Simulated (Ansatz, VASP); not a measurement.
**V: VASP beside Ansatz**

```
V
1.0
     1.42372    0.82198    1.96491
    -1.42372    0.82198    1.96491
     0.00000   -1.64397    1.96491
V
1
Direct
  0.50000 0.50000 0.50000
```

Alike in both runs: functional PBE; k mesh 24 × 24 × 24; occupations gaussian, width 0.1 eV; no spin polarisation.

Ansatz relaxed the structure, and its values are those at the end. VASP's run is a single point on that final structure, the one shown.

```csv
,VASP,Ansatz
version,VASP 6.6.1,Ansatz 0.2.0
potentials or method,"VASP PAW PBE potentials, release 64 (V_sv), cutoff 520 eV","scalar-relativistic, plane waves, PAW"
valence electrons in the cell,13,13
```

|  | VASP | Ansatz | Ansatz less VASP |
| --- | --- | --- | --- |
| gap on the k mesh at the Fermi level (eV) | none | none | - |
| pressure (GPa) | 0.3 | 0.0 | -0.29 |

A gap of «none» marks a metal or a gap that the smearing closes. The functional is the same, so the differences come from potentials, cutoffs and numerics.
